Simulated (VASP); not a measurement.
# Sc (I4/mmm) in VASP: a series of runs, part 2 of 2

VASP 6.6.1.

## 5. Single point, r2SCAN (strain -0.040 along x and y, -0.080 along z)

POSCAR reads:

```
Sc
1.0
    0.0000000000      2.1796800000      2.0888600000
    2.1796800000      0.0000000000      2.0888600000
    2.1796800000      2.1796800000      0.0000000000
Sc
1
Direct
    0.0000000000      0.0000000000      0.0000000000
```

INCAR.step1 reads:

```
SYSTEM = Sc
  PREC = Accurate
  ENCUT = 520
  ISMEAR = 0
  SIGMA = 0.15
  LREAL = .False.
  LASPH = .True.
  NELM = 80
  NBANDS = 12
  GGA = PE
  ALGO = Normal
  EDIFF = 1E-4
  LWAVE = .True.
  LCHARG = .False.
```

INCAR.step2 reads:

```
SYSTEM = Sc
  PREC = Accurate
  ENCUT = 520
  EDIFF = 1E-6
  ISMEAR = 0
  SIGMA = 0.15
  LREAL = .False.
  LASPH = .True.
  NELM = 80
  ALGO = Normal
  ISIF = 2
  LWAVE = .False.
  LCHARG = .False.
  METAGGA = R2SCAN
  LMIXTAU = .True.
  NBANDS = 12
  ISTART = 1
```

KPOINTS reads:

```
Automatic mesh
0
Gamma
  18 18 18
  0 0 0
```

Potentials or basis: VASP PAW PBE potentials, release 64 (Sc_sv).

Started as:

```
$ cat potpaw_PBE.64/Sc_sv/POTCAR > POTCAR
$ cp INCAR.step1 INCAR
$ mpirun -np 1 vasp_std > vasp.out
$ cp INCAR.step2 INCAR
$ mpirun -np 1 vasp_std > vasp.out
```

OUTCAR:

```text
SYSTEM = Sc
   PREC = Accurate
   ENCUT = 520
   EDIFF = 1E-6
   ISMEAR = 0
   LREAL = .False.
   LASPH = .True.
   NELM = 80
   ISIF = 2
   METAGGA = R2SCAN
   ISTART = 1

 ion  position               nearest neighbor table
   1  0.000  0.000  0.000-

  LATTYP: Found a body centered tetragonal cell.
 ALAT       =     3.0825330176
 C/A-ratio  =     1.3552879973

  Lattice vectors:

 A1 = (   0.0000000000,  -2.1796800000,  -2.0888600000)
 A2 = (   0.0000000000,   2.1796800000,  -2.0888600000)
 A3 = (   2.1796800000,   0.0000000000,   2.0888600000)

Analysis of symmetry for initial positions (statically):
=====================================================================
 Subroutine PRICEL returns:
 Original cell was already a primitive cell.

 Routine SETGRP: Setting up the symmetry group for a
 body centered tetragonal supercell.

 Subroutine GETGRP returns: Found 16 space group operations
 (whereof 16 operations were pure point group operations)
 out of a pool of 16 trial point group operations.

The static configuration has the point symmetry D_4h.

Analysis of symmetry for dynamics (positions and initial velocities):
=====================================================================
 Subroutine PRICEL returns:
 Original cell was already a primitive cell.

 Routine SETGRP: Setting up the symmetry group for a
 body centered tetragonal supercell.

 Subroutine GETGRP returns: Found 16 space group operations
 (whereof 16 operations were pure point group operations)
 out of a pool of 16 trial point group operations.

The dynamic configuration has the point symmetry D_4h.

 Subroutine INISYM returns: Found 16 space group operations
 (whereof 16 operations are pure point group operations),
 and found     1 'primitive' translations

----------------------------------------------------------------------------------------

                                     Primitive cell

[... 109 lines left out ...]
  volume/ion in A,a.u.               =      19.85       133.94
  Fermi-wavevector in a.u.,A,eV,Ry     =   1.344717  2.541146 24.602911  1.808263
  Thomas-Fermi vector in A             =   2.472688
   LORBIT       =      0    0 simple, 1 ext, 2 COOP (PROOUT), +10 PAW based schemes
   METAGGA = R2SCAN    functional components
   LHFCALC =     F    Hartree Fock is set to
   AEXX    =    0.0000 exact exchange contribution
   IVDW    =     0    specifies the selected vdW correction
   LEPSILON=     F    determine dielectric tensor
   LRPA    =     F    only Hartree local field effects (RPA)
 non-spin polarized calculation
 Gauss-broadening in eV      SIGMA  =   0.15
  energy-cutoff  :      520.00
  volume of cell :       19.85
 maximum number of plane-waves:       549
   NGX = 11   NGY = 11   NGZ = 11

 number of electron      11.0000000 magnetization

 Free energy of the ion-electron system (eV)
  ---------------------------------------------------
  ext. energy  EPLUGINS =         0.00000000
  ---------------------------------------------------
  free energy    TOTEN  =       -11.05666223 eV

  energy without entropy =      -11.04116242  energy(sigma->0) =      -11.04891233

 E-fermi :   5.1964     XC(G=0): -11.5833

 val. band max:        5.1919033999   @ k =  -0.3333   0.2222   0.0556
 cond. band min:       5.1971634263   @ k =  -0.2222   0.3889   0.2222
 fundamental gap:      0.0052600264
 Fermi energy:         5.1963832817

 k-point     1 :       0.0000    0.0000    0.0000
  band No.  band energies     occupation
      1     -45.7796      2.00000
      2     -23.0335      2.00000
      3     -23.0266      2.00000
      4     -23.0266      2.00000
      5      -0.7116      2.00000
      6       7.1925      0.00000
      7       7.1925      0.00000
      8       7.4973      0.00000
      9       9.0019      0.00000
     10       9.3876      0.00000
     11      19.3852      0.00000
     12      23.6637      0.00000
[... 331 lines left out ...]
 k-point    24 :      -0.2222    0.0556    0.0000
  band No.  band energies     occupation
      1     -45.7057      2.00000
      2     -23.4293      2.00000
      3     -23.1000      2.00000
      4     -23.0770      2.00000
      5       1.0361      2.00000
      6       6.1607      0.00000
      7       7.4880      0.00000
      8       7.6409      0.00000
      9       8.8452      0.00000
     10       9.5210      0.00000
     11      18.5651      0.00000
     12      20.4953      0.00000

 [... further k-points ...]
[... 5 lines left out ...]
  --------------------------------------------------------------------------------------
  -------------------------------------------------------------------------------------
  Total        2.1323514      2.1323514      2.1890606      0.0000000      0.0000000      0.0000000
  in kB      172.1252385    172.1252385    176.7028497      0.0000000      0.0000000      0.0000000
  external PRESSURE =     173.6511089 kB  Pullay stress =       0.0000000 kB

 VOLUME and BASIS-vectors are now :
 -----------------------------------------------------------------------------
  energy-cutoff  :      520.00
  volume of cell :       19.85
      direct lattice vectors                 reciprocal lattice vectors
     0.000000000  2.179680000  2.088860000    -0.229391470  0.229391470  0.239365012
     2.179680000  0.000000000  2.088860000     0.229391470 -0.229391470  0.239365012
     2.179680000  2.179680000  0.000000000     0.229391470  0.229391470 -0.239365012

 POSITION                                       TOTAL-FORCE (eV/Angst)
 -----------------------------------------------------------------------------------
      0.00000      0.00000      0.00000         0.000000      0.000000     -0.000000
 -----------------------------------------------------------------------------------
    total drift:                                0.000000     -0.000000     -0.000000

  FREE ENERGIE OF THE ION-ELECTRON SYSTEM (eV)
  ---------------------------------------------------
  free  energy   TOTEN  =       -11.0566622343 eV

  energy  without entropy=      -11.0411624219  energy(sigma->0) =      -11.04891233
```

OSZICAR.step1:

```text
N       E                     dE             d eps       ncg     rms          rms(c)
DAV:   1     0.716851211456E+02    0.71685E+02   -0.51184E+03 11592   0.929E+02
DAV:   2    -0.519557903391E+01   -0.76881E+02   -0.75093E+02 11532   0.284E+02
DAV:   3    -0.648078786549E+01   -0.12852E+01   -0.12584E+01 14724   0.495E+01
DAV:   4    -0.649994337485E+01   -0.19156E-01   -0.19149E-01 14356   0.481E+00
DAV:   5    -0.650023276982E+01   -0.28939E-03   -0.28939E-03 15216   0.575E-01    0.686E+00
DAV:   6    -0.606966604071E+01    0.43057E+00   -0.64186E-01 17348   0.121E+01    0.229E+00
DAV:   7    -0.600696522551E+01    0.62701E-01   -0.14258E-01 18200   0.554E+00    0.462E-01
DAV:   8    -0.600338243580E+01    0.35828E-02   -0.62922E-03 13572   0.105E+00    0.866E-02
DAV:   9    -0.600332325599E+01    0.59180E-04   -0.32908E-04 17240   0.295E-01
   1 F= -.60033233E+01 E0= -.59956389E+01  d E =-.153688E-01
```

Run time: 7 min. Hardware: 1 thread of Intel Xeon 8259CL, shared host; peak memory 0.23 GiB.

What came out:

```yaml
Free_energy: -11.0567 eV
Pressure: 17.4 GPa
Band_gap_on_the_k_mesh: zero (an odd number of electrons rules out a gap without spin polarisation)
```

Stress tensor (GPa, compression positive):
```
17.21  0.00  0.00
 0.00 17.21  0.00
 0.00  0.00 17.67
```

Caveat: the cell differs from its parent crystal (strain -0.040 along x and y, -0.080 along z); the cell stands under pressure; the PAW data sets were made with another functional, which shifts forces and pressure a little.

## 6. Single point, r2SCAN (strain -0.080 along x and y, +0.040 along z)

POSCAR reads:

```
Sc
1.0
    0.0000000000      2.0888600000      2.3613200000
    2.0888600000      0.0000000000      2.3613200000
    2.0888600000      2.0888600000      0.0000000000
Sc
1
Direct
    0.0000000000      0.0000000000      0.0000000000
```

INCAR.step1 reads:

```
SYSTEM = Sc
  ALGO = Normal
  EDIFF = 1E-4
  ENCUT = 520
  GGA = PE
  ISMEAR = 0
  LASPH = .TRUE.
  LCHARG = .FALSE.
  LREAL = .FALSE.
  LWAVE = .TRUE.
  NBANDS = 12
  NELM = 60
  PREC = Accurate
  SIGMA = 0.15
```

INCAR.step2 reads:

```
SYSTEM = Sc
  ALGO = Normal
  EDIFF = 1E-6
  ENCUT = 520
  ISIF = 2
  ISMEAR = 0
  ISTART = 1
  LASPH = .TRUE.
  LCHARG = .FALSE.
  LMIXTAU = .TRUE.
  LREAL = .FALSE.
  LWAVE = .FALSE.
  METAGGA = R2SCAN
  NBANDS = 12
  NELM = 60
  PREC = Accurate
  SIGMA = 0.15
```

KPOINTS reads:

```
k-points
0
G
  18 18 18
  0 0 0
```

Potentials or basis: VASP PAW PBE potentials, release 64 (Sc_sv).

Started as:

```
$ cat potpaw_PBE.64/Sc_sv/POTCAR > POTCAR
$ cp INCAR.step1 INCAR
$ mpirun -np 1 vasp_std > vasp.out
$ cp INCAR.step2 INCAR
$ mpirun -np 1 vasp_std > vasp.out
```

Run time: 3.8 min. Hardware: 1 thread of Intel Xeon 8259CL, shared host; peak memory 0.24 GiB.

The run converged. Its results:

```
Free energy            : -11.1245 eV
Pressure               : 13.7 GPa
Band gap on the k mesh : zero (an odd number of electrons rules out a gap without spin polarisation)
```

Stress tensor (GPa, compression positive):
```
14.23  0.00  0.00
 0.00 14.23  0.00
 0.00  0.00 12.62
```

Levels at points of the mesh, in eV from the Fermi level:
```tsv
k point	band 1	band 2	band 3	band 4	band 5	band 6	band 7	band 8	band 9	band 10
(0.00, 0.00, 0.00)	-51.10	-28.40	-28.40	-28.36	-5.85	1.45	2.42	2.42	3.16	4.36
(0.50, 0.00, 0.00)	-50.96	-29.15	-28.51	-28.43	-2.05	0.55	1.40	2.38	4.79	5.19
(0.50, 0.50, 0.00)	-50.96	-29.02	-28.57	-28.57	-2.04	-0.61	1.30	5.05	5.25	5.25
(0.50, 0.00, 0.50)	-50.90	-29.11	-28.80	-28.56	-2.06	-0.96	3.48	4.82	4.88	5.69
```

Caveat: the cell differs from its parent crystal (strain -0.080 along x and y, +0.040 along z); the cell stands under pressure; the PAW data sets were made with another functional, which shifts forces and pressure a little.

## 7. Single point, r2SCAN (strain -0.080 along x and y, +0.080 along z)

POSCAR reads:

```
Sc
1.0
    0.0000000000      2.0888600000      2.4521400000
    2.0888600000      0.0000000000      2.4521400000
    2.0888600000      2.0888600000      0.0000000000
Sc
1
Direct
    0.0000000000      0.0000000000      0.0000000000
```

INCAR.step1 reads:

```
SYSTEM = Sc
  PREC = Accurate
  ENCUT = 520
  ISMEAR = 0
  SIGMA = 0.15
  LREAL = .False.
  LASPH = .True.
  NELM = 80
  NBANDS = 12
  GGA = PE
  ALGO = Normal
  EDIFF = 1E-4
  LWAVE = .True.
  LCHARG = .False.
```

INCAR.step2 reads:

```
SYSTEM = Sc
  PREC = Accurate
  ENCUT = 520
  EDIFF = 1E-6
  ISMEAR = 0
  SIGMA = 0.15
  LREAL = .False.
  LASPH = .True.
  NELM = 80
  ALGO = Normal
  ISIF = 2
  LWAVE = .False.
  LCHARG = .False.
  METAGGA = R2SCAN
  LMIXTAU = .True.
  NBANDS = 12
  ISTART = 1
```

KPOINTS reads:

```
regular mesh
0
Gamma
  18 18 18
  0 0 0
```

Started as:

```
$ cat potpaw_PBE.64/Sc_sv/POTCAR > POTCAR
$ cp INCAR.step1 INCAR
$ mpirun -np 1 vasp_std > vasp.out
$ cp INCAR.step2 INCAR
$ mpirun -np 1 vasp_std > vasp.out
```

Run time: 4.1 min. Hardware: 1 thread of Intel Xeon 8259CL, shared host; peak memory 0.24 GiB.

Results (log left out):

```yaml
Free_energy: -11.1758 eV
Pressure: 10.2 GPa
Band_gap_on_the_k_mesh: zero (an odd number of electrons rules out a gap without spin polarisation)
```

Stress tensor (GPa, compression positive):
```
11.29  0.00  0.00
 0.00 11.29  0.00
 0.00  0.00  8.00
```

Levels at points of the mesh, in eV from the Fermi level:
```
           k point  band 1  band 2  band 3  band 4  band 5  band 6  band 7  band 8  band 9  band 10
(0.00, 0.00, 0.00)  -51.22  -28.56  -28.56  -28.52   -5.79    1.24    2.49    2.49    2.79     4.31
(0.50, 0.00, 0.00)  -51.10  -29.25  -28.65  -28.57   -1.99    0.46    1.25    2.44    4.54     4.99
(0.50, 0.50, 0.00)  -51.12  -29.07  -28.69  -28.69   -1.98   -0.50    0.80    4.85    5.01     5.01
(0.50, 0.00, 0.50)  -51.04  -29.21  -28.97  -28.66   -1.96   -0.85    3.52    4.44    4.60     5.57
```

Caveat: the cell differs from its parent crystal (strain -0.080 along x and y, +0.080 along z); the cell stands under pressure; the PAW data sets were made with another functional, which shifts forces and pressure a little.

## 8. Overview

```csv
cell,gap on the mesh (eV),pressure (GPa)
"a = 3.342, b = 3.342, c = 3.211 Å, angles 61.3, 61.3, 57.4°, 1 atom",none,-0.3
"a = 3.276, b = 3.276, c = 3.339 Å, angles 59.4, 59.4, 61.3°, 1 atom",none,-0.2
"a = 3.085, b = 3.085, c = 2.954 Å, angles 61.4, 61.4, 57.2°, 1 atom",none,17.5
"a = 3.019, b = 3.019, c = 3.083 Å, angles 59.3, 59.3, 61.4°, 1 atom",none,17.4
"a = 3.153, b = 3.153, c = 2.954 Å, angles 62.1, 62.1, 55.9°, 1 atom",none,13.7
"a = 3.221, b = 3.221, c = 2.954 Å, angles 62.7, 62.7, 54.6°, 1 atom",none,10.2
```

Alike in all rows: task single point; level r2SCAN; potentials or basis VASP PAW PBE potentials, release 64 (Sc_sv); no spin polarisation; k mesh 18 × 18 × 18; cutoff (eV) 520; smearing gaussian 0.15 eV.

Caveats: the PAW data sets were made with another functional, which shifts forces and pressure a little; the cell stands under pressure (at least some runs).

Total energies depend on the potentials used, so only differences within one code and one set of settings carry meaning.
